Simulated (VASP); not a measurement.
# HfC in VASP: a series of runs, part 2 of 2

VASP 6.6.1. The steps go on from the part before.

### 4 Electric field gradients, RPBE+D4, collinear spin, ferromagnetic start (the cell strained at random)

Input file INCAR:

```
PREC = Accurate
ENCUT = 520
EDIFF = 1E-8
ISMEAR = -5
SIGMA = 0.05
LREAL = False
LASPH = True
NELM = 150
ALGO = Normal
ISIF = 2
LWAVE = False
LCHARG = False
ISPIN = 2
MAGMOM = 0.5 0
LORBIT = 11
LMAXMIX = 4
GGA = RP
IVDW = 13
LEFG = True
NBANDS = 18
```

Input file KPOINTS:

```
Automatic mesh
0
Gamma
  8 7 8
```

Input file POSCAR:

```
HfC
1.0
   -0.0110070000      2.2946500000      2.2717230000
    2.3597590000     -0.0537120000      2.3144280000
    2.3250000000      2.3025970000     -0.0189540000
Hf C
1 1
Direct
    0.5000000000      0.5000000000      0.5000000000
    0.0000000000      0.0000000000      0.0000000000
```

Potentials or basis: VASP PAW PBE potentials, release 64 (Hf_pv, C).

Run with:

```console
> cat potpaw_PBE.64/Hf_pv/POTCAR potpaw_PBE.64/C/POTCAR > POTCAR
> mpirun -np 1 vasp_std > vasp.out
```

OUTCAR:

```text
PREC = Accurate
   ENCUT = 520
   EDIFF = 1E-8
   ISMEAR = -5
   LREAL = False
   LASPH = True
   NELM = 150
   ISIF = 2
   ISPIN = 2
   LORBIT = 11
   GGA = RP
   IVDW = 13

 ion  position               nearest neighbor table
   1  0.500  0.500  0.500-   2 2.30   2 2.30   2 2.33   2 2.33   2 2.35   2 2.35
   2  0.000  0.000  0.000-   1 2.30   1 2.30   1 2.33   1 2.33   1 2.35   1 2.35

  LATTYP: Found a triclinic cell.
 ALAT       =     3.3372382634
 B/A-ratio  =     0.9937360884
 C/A-ratio  =     0.9675583574
 COS(alpha) =     0.0099445253
 COS(beta)  =     0.4934876803
 COS(gamma) =     0.5164284814

  Lattice vectors:

 A1 = (   2.3707660000,  -2.3483620000,   0.0427050000)
 A2 = (   0.0347590000,  -2.3563090000,   2.3333820000)
 A3 = (   0.0110070000,  -2.2946500000,  -2.2717230000)

Analysis of symmetry for initial positions (statically):
=====================================================================
 Subroutine PRICEL returns:
 Original cell was already a primitive cell.

 Routine SETGRP: Setting up the symmetry group for a
 triclinic supercell.

 Subroutine GETGRP returns: Found  2 space group operations
 (whereof  2 operations were pure point group operations)
 out of a pool of  2 trial point group operations.

The static configuration has the point symmetry S_2 .

Analysis of symmetry for dynamics (positions and initial velocities):
=====================================================================
 Subroutine PRICEL returns:
 Original cell was already a primitive cell.

 Routine SETGRP: Setting up the symmetry group for a
 triclinic supercell.

 Subroutine GETGRP returns: Found  2 space group operations
 (whereof  2 operations were pure point group operations)
 out of a pool of  2 trial point group operations.

The dynamic configuration has the point symmetry S_2 .

Analysis of structural, dynamic, and magnetic symmetry:
=====================================================================
 Subroutine PRICEL returns:
 Original cell was already a primitive cell.

 Routine SETGRP: Setting up the symmetry group for a
 triclinic supercell.

 Subroutine GETGRP returns: Found  2 space group operations
 (whereof  2 operations were pure point group operations)
 out of a pool of  2 trial point group operations.

The overall configuration has the point symmetry S_2 .

 Subroutine INISYM returns: Found  2 space group operations
 (whereof  2 operations are pure point group operations),
 and found     1 'primitive' translations

----------------------------------------------------------------------------------------

                                     Primitive cell

  volume of cell :      25.1362

  direct lattice vectors                    reciprocal lattice vectors
    -0.011007000  2.294650000  2.271723000    -0.211972559  0.215855214  0.221133761
     2.359759000 -0.053712000  2.314428000     0.209831359 -0.210117480  0.213254736
     2.325000000  2.302597000 -0.018954000     0.216135648  0.214280659 -0.215396027

  length of vectors
     3.228972772  3.305741140  3.272298458     0.374734545  0.365590122  0.372862264

[... 115 lines left out ...]
  energy-cutoff  :      520.00
  volume of cell :       25.14
 maximum number of plane-waves:       689
   NGX = 13   NGY = 13   NGZ = 13

 number of electron      14.0000000 magnetization       0.0000439

 number of electron      14.0000000 magnetization      -0.0000096

 Free energy of the ion-electron system (eV)
  ---------------------------------------------------
  ext. energy  EPLUGINS =         0.00000000
  ---------------------------------------------------
  free energy    TOTEN  =       -20.10269832 eV

  energy without entropy =      -20.10269832  energy(sigma->0) =      -20.10269832

 E-fermi :   6.1283     XC(G=0): -12.2201

 val. band max:        6.9255196899   @ k =   0.0000   0.0000   0.0000
 cond. band min:       5.7031620819   @ k =   0.2500  -0.0000   0.2500
 fundamental gap:     -1.2223576080
 Fermi energy:         6.1283441523

 spin component 1

 k-point     1 :       0.0000    0.0000    0.0000
  band No.  band energies     occupation
      1     -23.5664      1.00000
      2     -23.5511      1.00000
      3     -23.5311      1.00000
      4      -6.2914      1.00000
      5       6.9255      0.67398
      6       7.0824     -0.04999
[... 493 lines left out ...]
     17      22.5047      0.00000
     18      26.3677      0.00000

 [... further k-points ...]

 spin component 2

 k-point     1 :       0.0000    0.0000    0.0000
  band No.  band energies     occupation
      1     -23.5664      1.00000
      2     -23.5511      1.00000
      3     -23.5311      1.00000
      4      -6.2914      1.00000
      5       6.9255      0.67401
      6       7.0824     -0.04994
[... 493 lines left out ...]
     17      22.5047      0.00000
     18      26.3677      0.00000

 [... further k-points ...]

------------------------ aborting loop because EDIFF is reached ----------------------------------------

  DFT-D4 for vdW energy calculation

  Edisp (eV):   -0.93947

  FORCE on cell =-STRESS in cart. coord.  units (eV):
  Direction    XX          YY          ZZ          XY          YZ          ZX
  --------------------------------------------------------------------------------------
  -------------------------------------------------------------------------------------
  Total      -1.20226    -0.57239     0.02107     0.59694     0.82228    -0.22461
  in kB     -76.63174   -36.48410     1.34327    38.04870    52.41216   -14.31639
  external pressure =      -37.26 kB  Pullay stress =        0.00 kB

 VOLUME and BASIS-vectors are now :
 -----------------------------------------------------------------------------
  energy-cutoff  :      520.00
  volume of cell :       25.14
      direct lattice vectors                 reciprocal lattice vectors
    -0.011007000  2.294650000  2.271723000    -0.211972559  0.215855214  0.221133761
     2.359759000 -0.053712000  2.314428000     0.209831359 -0.210117480  0.213254736
     2.325000000  2.302597000 -0.018954000     0.216135648  0.214280659 -0.215396027

 POSITION                                       TOTAL-FORCE (eV/Angst)
 -----------------------------------------------------------------------------------
      2.33688      2.27177      2.28360         0.000000     -0.000000      0.000000
      0.00000      0.00000      0.00000         0.000000      0.000000     -0.000000
 -----------------------------------------------------------------------------------
    total drift:                                0.000000     -0.000000      0.000000

  FREE ENERGIE OF THE ION-ELECTRON SYSTEM (eV)
  ---------------------------------------------------
  free  energy   TOTEN  =       -21.0421713024 eV

  energy  without entropy=      -21.0421713024  energy(sigma->0) =      -21.04217130

 Electric field gradients (V/A^2)
---------------------------------------------------------------------
 ion       V_xx      V_yy      V_zz      V_xy      V_xz      V_yz
---------------------------------------------------------------------
   1      41.534    -2.469   -39.065    -3.865    -7.033    -3.861
   2       1.561    -0.692    -0.869    -0.994    -0.858    -0.885
---------------------------------------------------------------------

 Electric field gradients after diagonalization (V/A^2)
 (convention: |V_zz| > |V_xx| > |V_yy|)
----------------------------------------------------------------------
 ion       V_xx      V_yy      V_zz     asymmetry (V_yy - V_xx)/ V_zz
----------------------------------------------------------------------
   1     -40.139    -2.280    42.420       0.892
   2       2.034     0.098    -2.131       0.908
----------------------------------------------------------------------

           NMR quadrupolar parameters

 Cq : quadrupolar parameter    Cq=e*Q*V_zz/h
 eta: asymmetry parameters     (V_yy - V_xx)/ V_zz
 Q  : nuclear electric quadrupole moment in mb (millibarn)
----------------------------------------------------------------------
 ion       Cq(MHz)       eta       Q (mb)
----------------------------------------------------------------------
   1       0.103       0.892       1.000
   2      -0.005       0.908       1.000
----------------------------------------------------------------------

 total charge

# of ion       s       p       d       tot
------------------------------------------
    1        0.312   6.612   1.653   8.577
    2        0.881   1.513   0.000   2.394
--------------------------------------------------
tot          1.193   8.125   1.653  10.971

 magnetization (x)

# of ion       s       p       d       tot
------------------------------------------
    1        0.000   0.000   0.000   0.000
    2       -0.000  -0.000   0.000  -0.000
--------------------------------------------------
tot         -0.000  -0.000   0.000  -0.000
```

It took 2.5 min on 1 thread of Intel Xeon Platinum 8259CL at 2.50GHz (Skylake/Cascade Lake), shared host; peak memory 0.29 GiB.

What came out:

* Free energy: -21.0422 eV
* Pressure: -3.7 GPa
* Band gap on the k mesh: zero (filled and empty bands overlap)
* Net moment: 0.00 μB per cell
* Valence electrons inside the program's atomic spheres: Hf 8.58; C 2.39
* Dispersion energy per atom: -0.470 eV

Electric field gradients, principal values (V/Å²):
```
atom   least   middle  greatest (by size)
1 Hf  -2.280  -40.139              42.420
 2 C   0.098    2.034              -2.131
```

Caveat: the cell differs from its parent crystal (the cell strained at random); without QUAD_EFG the Cq values of the log hold for a quadrupole moment of 1 mb, not for the nuclei; the PAW data sets were made with another functional, which shifts forces and pressure a little; spin-orbit coupling is left out, which moves the levels of the heavy elements; pairwise dispersion overbinds metals, which lowers pressure and volume; tetrahedron occupations give inexact forces and stress in metals.

### 5 Overview

```tsv
task	level	spin	U	cell	k mesh	smearing	pressure (GPa)	moment (μB)
single point	PBE+U	non-collinear, zero start, SOC	Hf d U = 6.0 eV	a = 3.288 Å, angles 60.0°, 2 atoms	10 × 10 × 10	methfessel-paxton 0.15 eV	21.4	0.00
single point	PBE+D3(BJ)+U	non-collinear, zero start, SOC	Hf d U = 2.0 eV	a = 3.288 Å, angles 60.0°, 2 atoms	10 × 10 × 10	gaussian 0.01 eV	1.8	0.00
electric field gradients	RPBE+D4	collinear, ferromagnetic start	-	a = 3.229, b = 3.306, c = 3.272 Å, angles 60.5, 60.4, 61.4°, 2 atoms	8 × 7 × 8	tetrahedron	-3.7	0.00
```

Alike in all rows: potentials or basis VASP PAW PBE potentials, release 64 (Hf_pv, C); cutoff (eV) 520.

Caveats: the U is typed as a test and isn't derived for this compound (some runs); the PAW data sets were made with another functional, which shifts forces and pressure a little (some runs); spin-orbit coupling is left out, which moves the levels of the heavy elements (some runs); pairwise dispersion overbinds metals, which lowers pressure and volume (some runs); tetrahedron occupations give inexact forces and stress in metals (some runs).

Absolute energies hang on the potentials; compare differences alone.
